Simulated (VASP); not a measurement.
Set up this calculation in VASP 6.6.1, as the native input.

- Task: single point
- Functional: PBE
- Potentials or basis: VASP PAW PBE potentials, release 64 (B, C)
- Cutoff: 520 eV
- k mesh: 12 × 12 × 10
- Occupations: gaussian, width 0.1 eV
- Spin: no spin polarisation
- Dipole correction: no
- Further INCAR settings: ALGO = Normal; EDIFF = 1e-06; NBANDS = 16

The structure of B3C2 lies in POSCAR:

```
B3C2
1.0
    5.0644539219      0.0000000000      0.0000000000
   -2.5322269610      4.3859457527      0.0000000000
    0.0000000000      0.0000000000      4.5507103486
B C
3 2
Direct
    0.5000000000      0.0000000000      0.0000000000
    0.0000000000      0.5000000000      0.0000000000
    0.5000000000      0.5000000000      0.0000000000
    0.3333333333      0.6666666667      0.0000000000
    0.6666666667      0.3333333333      0.0000000000
```

The cell was built from a structure type or drawn by symmetry, and may not be a known phase.

The input as run:

INCAR

```
ALGO = Normal
EDIFF = 1E-6
ENCUT = 520
GGA = PE
ISIF = 2
ISMEAR = 0
LASPH = T
LCHARG = T
LELF = T
LREAL = F
LVHAR = T
LWAVE = F
NBANDS = 16
NELM = 100
PREC = Accurate
SIGMA = 0.1
```

KPOINTS

```
k-points
0
Gamma
  12 12 10
```

Potentials or basis: VASP PAW PBE potentials, release 64 (B, C).

Launch:

```console
$ cat potpaw_PBE.64/B/POTCAR potpaw_PBE.64/C/POTCAR > POTCAR
$ mpirun -np 1 vasp_std > vasp.out
```

It gave:

```json
{
 "Pressure": "0.0 GPa",
 "Band gap on the k mesh": "zero (an odd number of electrons rules out a gap without spin polarisation)"
}
```

Caveat: this functional lacks dispersion, which binds the layers, so the pressure and a relaxed spacing across them are unreliable.

Wall time 2.3 min on 1 thread of AMD EPYC 7R13 Processor (Zen 3), on a shared host, peak memory 0.29 GiB.
